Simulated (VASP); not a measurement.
A run of VASP 6.6.1 is set up as follows.

INCAR

```
  PREC = Accurate
  ENCUT = 520
  EDIFF = 1E-6
  ISMEAR = 0
  SIGMA = 0.1
  LREAL = False
  LASPH = True
  NELM = 100
  ALGO = Normal
  ISIF = 2
  LWAVE = False
  LCHARG = False
  LDIPOL = True
  IDIPOL = 3
  DIPOL = 0.5 0.5 0.320
  GGA = PE
  NBANDS = 82
```

File KPOINTS:

```
Automatic mesh
0
Gamma
  5 5 1
```

POSCAR

```
NaCu12
1.0
    5.1319544654      0.0000000000      0.0000000000
    0.0000000000      5.1319544654      0.0000000000
    0.0000000000      0.0000000000     19.0279314150
Cu Na
12 1
Direct
    0.2500000000      0.2500000000      0.2102172807
    0.2500000000      0.7500000000      0.2102172807
    0.7500000000      0.2500000000      0.2102172807
    0.7500000000      0.7500000000      0.2102172807
    0.0000000000      0.0000000000      0.3029241254
    0.0000000000      0.5000000000      0.3029241254
    0.5000000000      0.0000000000      0.3029241254
    0.5000000000      0.5000000000      0.3029241254
    0.2500000000      0.2500000000      0.3956253179
    0.2500000000      0.7500000000      0.3956253179
    0.7500000000      0.2500000000      0.3956253179
    0.7500000000      0.7500000000      0.3956253179
    0.2500000000      0.5000000000      0.5235132251
```

Potentials or basis: VASP PAW PBE potentials, release 64 (Cu, Na_pv).

Run with:

```bash
$ cat potpaw_PBE.64/Cu/POTCAR potpaw_PBE.64/Na_pv/POTCAR > POTCAR
$ mpirun -np 1 vasp_std > vasp.out
```

(1) Predict the band gap on the k mesh.

(2) Estimate the largest force.

## Answers

(1) zero (an odd number of electrons rules out a gap without spin polarisation).

(2) 0.301 eV/Å.
